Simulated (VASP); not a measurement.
**GaN: single point with r2SCAN**

Crystal: GaN.

```
Ga N
1.0
     3.19902    0.00000    0.00000
    -1.59951    2.77043    0.00000
     0.00000    0.00000    5.16803
Ga N
2 2
Direct
  0.33333 0.66667 0.99911
  0.66667 0.33333 0.49911
  0.33333 0.66667 0.37589
  0.66667 0.33333 0.87589
```

This cell differs from its parent crystal: in-plane strain +0.005.

- Program: VASP 6.6.1
- Task: single point
- Functional: r2SCAN
- Potentials or basis: VASP PAW PBE potentials, release 64 (Ga_d, N)
- Cutoff: 520 eV
- k mesh: 8 × 8 × 4
- Occupations: gaussian, width 0.01 eV
- Spin: no spin polarisation

| Item | Value |
| --- | --- |
| Pressure | -0.3 GPa |
| Largest force | 0.082 eV/Å |
| Band gap on the k mesh | 2.31 eV, direct |

Forces in eV/Å, atoms in the order of the input:
```
Ga   0.000  0.000 -0.082
Ga   0.000  0.000 -0.082
N    0.000  0.000  0.082
N    0.000  0.000  0.082
```

Stress tensor (GPa, compression positive):
```
-1.32  0.00  0.00
 0.00 -1.32  0.00
 0.00  0.00  1.71
```

Levels at points of the mesh, in eV from the valence-band top:
```
           k point  band 14  band 15  band 16  band 17  band 18  band 19  band 20  band 21  band 22  band 23
(0.00, 0.00, 0.00)    -1.09    -1.09    -0.01     0.00     0.00     2.31     4.70     9.98    10.48    10.48
(0.50, 0.00, 0.00)    -5.33    -4.27    -2.83    -2.22    -1.00     5.51     6.09     6.59     9.33    11.01
(0.00, 0.00, 0.50)    -3.87    -0.56    -0.56    -0.56    -0.56     4.70     4.70     9.19     9.19    11.00
(0.50, 0.00, 0.50)    -6.68    -1.99    -1.99    -1.90    -1.90     4.89     4.89     8.40     8.40    10.74
```

Run time: 2.1 min on 1 thread of Intel(R) Xeon(R) Platinum 8175M CPU @ 2.50GHz (Skylake/Cascade Lake) (shared host), peak memory 0.18 GiB.

Caveat: the cell differs from its parent crystal (in-plane strain +0.005); the PAW data sets were made with another functional, which shifts forces and pressure a little.
